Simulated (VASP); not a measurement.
## Os: single point with RPBE+D3(BJ)

Crystal: Os.

```
Os
1.0
     2.66238    0.00000    0.00000
    -1.33119    2.30569    0.00000
     0.00000    0.00000    4.22756
Os
2
Direct
  0.66667 0.33333 0.75000
  0.33333 0.66667 0.25000
```

```yaml
Program: VASP 6.6.1
Task: single point
Functional: RPBE
Dispersion: D3(BJ)
Potentials_or_basis: VASP PAW PBE potentials, release 64 (Os)
Cutoff: 520 eV
k_mesh: 11 × 11 × 6
Occupations: fermi-dirac, width 0.05 eV
Spin: no spin polarisation
Dipole_correction: no
Further_INCAR_settings: ALGO = Normal; EDIFF = 1e-06; NBANDS = 15
```

```yaml
Pressure: 0.9 GPa
Band_gap_on_the_k_mesh: zero (band 8 reaches 13.14 eV, above the bottom of band 9 at 8.78 eV)
Dispersion_energy_per_atom: -4.413 eV
```

Stress tensor (GPa, compression positive):
```
0.92 0.00 0.00
0.00 0.92 0.00
0.00 0.00 0.79
```

Levels at points of the mesh, in eV from the Fermi level:
| k point | band 4 | band 5 | band 6 | band 7 | band 8 | band 9 | band 10 | band 11 | band 12 | band 13 |
| --- | --- | --- | --- | --- | --- | --- | --- | --- | --- | --- |
| (0.00, 0.00, 0.00) | -3.36 | -3.15 | -2.43 | -2.43 | -1.64 | -1.64 | 0.03 | 1.93 | 1.93 | 10.00 |
| (0.00, 0.00, 0.50) | -3.92 | -3.56 | -3.56 | -3.56 | -3.56 | 1.07 | 1.07 | 1.07 | 1.07 | 13.76 |

Wall time 18 s on 1 thread of Intel(R) Xeon(R) 6975P-C (Granite Rapids), with other jobs on the host, peak memory 0.16 GiB.

Caveat: the PAW data sets were made with another functional, which shifts forces and pressure a little; spin-orbit coupling is left out, which moves the levels of the heavy elements; pairwise dispersion overbinds metals, which lowers pressure and volume.
